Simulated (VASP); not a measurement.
Wanted: the native input for a VASP 6.6.1 run.

- Task: single point
- Functional: PBE
- Dispersion: D3(BJ)
- Potentials or basis: VASP PAW PBE potentials, release 64 (Tl_d)
- Cutoff: 520 eV
- k mesh: 18 × 18 × 18
- Occupations: gaussian, width 0.15 eV
- Spin: no spin polarisation
- Dipole correction: no
- Further INCAR settings: ALGO = Fast; EDIFF = 1e-06; NBANDS = 12

The structure of Tl lies in POSCAR:

```
Tl
1.0
    0.0000000000      2.7685137983      1.9573392554
    2.7685137983      0.0000000000      1.9573392554
    2.7685137983      2.7685137983      0.0000000000
Tl
1
Direct
    0.0000000000      0.0000000000      0.0000000000
```

This isn't the form of Tl at room conditions, which is hcp.

This cell differs from its parent crystal: ratio of the length along z to the lengths across it x 0.707, volume and fractional coordinates fixed.

One way to write it, as run:

INCAR

```
PREC = Accurate
ENCUT = 520
EDIFF = 1E-6
ISMEAR = 0
SIGMA = 0.15
LREAL = False
LASPH = True
NELM = 100
ALGO = Fast
ISIF = 2
LWAVE = False
LCHARG = False
GGA = PE
IVDW = 12
NBANDS = 12
```

KPOINTS

```
Automatic mesh
0
Gamma
  18 18 18
```

Potentials or basis: VASP PAW PBE potentials, release 64 (Tl_d).

The run is started by

```sh
$ cat potpaw_PBE.64/Tl_d/POTCAR > POTCAR
$ mpirun -np 1 vasp_std > vasp.out
```

Results of the run:

```json
{
  "Pressure": "-0.5 GPa",
  "Band gap on the k mesh": "zero (an odd number of electrons rules out a gap without spin polarisation)",
  "Dispersion energy per atom": "-0.326 eV"
}
```

Caveat: spin-orbit coupling is left out, which moves the levels of the heavy elements.

Wall time 4.3 min on 1 thread of Intel Xeon 8259CL, with other jobs on the host, peak memory 0.3 GiB.
